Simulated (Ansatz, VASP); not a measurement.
TiB2: VASP beside Ansatz

The input INCAR:

```
SYSTEM = TiB2
ALGO = Normal
EDIFF = 1E-7
EDIFFG = -0.001
ENCUT = 600
IBRION = 2
ISIF = 3
ISMEAR = -1
LASPH = .True.
LCHARG = .False.
LREAL = .False.
LWAVE = .False.
NELM = 60
NSW = 80
PREC = Accurate
SIGMA = 0.15
```

Contents of KPOINTS:

```
k-points
0
Gamma
  15 15 12
  0 0 0
```

Contents of POSCAR:

```
TiB2
1.0
    2.9938019908      0.0000000029      0.0000000000
   -1.4969009979      2.5927085765      0.0000000000
    0.0000000000      0.0000000000      3.1591707131
Ti B
1 2
Direct
    0.0000000000      0.0000000000      0.0000000000
    0.3333333333      0.6666666667      0.5000000000
    0.6666666667      0.3333333333      0.5000000000
```

Input for Ansatz:

```yaml
crystal:
  lattice:
    - [2.9938019908, 2.9e-09, 0.0]
    - [-1.4969009979, 2.5927085765, 0.0]
    - [0.0, 0.0, 3.1591707131]
  atoms:
    - { symbol: Ti, position: [0.0, 0.0, 0.0] }
    - { symbol: B, position: [0.3333333333, 0.6666666667, 0.5] }
    - { symbol: B, position: [0.6666666667, 0.3333333333, 0.5] }
basis:
  ecutwfc: 600.0
kpoints:
  mp_grid: { grid: [15, 15, 12] }
hamiltonian:
  xc: lda
  pseudopotentials: { kind: paw, azcp: { folder: soft_1 } }
scf:
  occupations: { method: fermi_dirac, width: 0.15 }
output:
  forces: true
  stress: true
  eigenvalues: true
relax:
  adjacent_minimum: "off"
  f_tol: 0.001
  max_steps: 60
  cell: { stress_tol: 0.01 }
```

Alike in both runs: task relaxation of cell and atoms; functional LDA; k mesh 15 × 15 × 12; occupations fermi-dirac, width 0.15 eV; no spin polarisation.

```csv
,VASP,Ansatz
version,VASP 6.6.1,Ansatz 0.2.0
potentials or method,"VASP PAW LDA potentials, release 64 (Ti_sv, B), cutoff 600 eV","scalar-relativistic, plane waves, PAW"
valence electrons in the cell,18,18
```

|  | VASP | Ansatz | Ansatz less VASP |
| --- | --- | --- | --- |
| gap on the k mesh at the Fermi level, each at its own relaxed structure (eV) | none | none | - |
| relaxed volume (Å³/atom) | 8.19 | 8.18 | -0.018 |
| relaxed length of the cell vector where the two differ most in proportion (Å) | 3.162 | 3.159 | -0.0028 |

Ansatz warns that its potentials were made for another functional, while VASP's fit it. LDA's correlation is that of Perdew and Zunger in VASP and of Perdew and Wang (1992) in Ansatz. A gap of «none» marks a metal or a gap that the smearing closes.
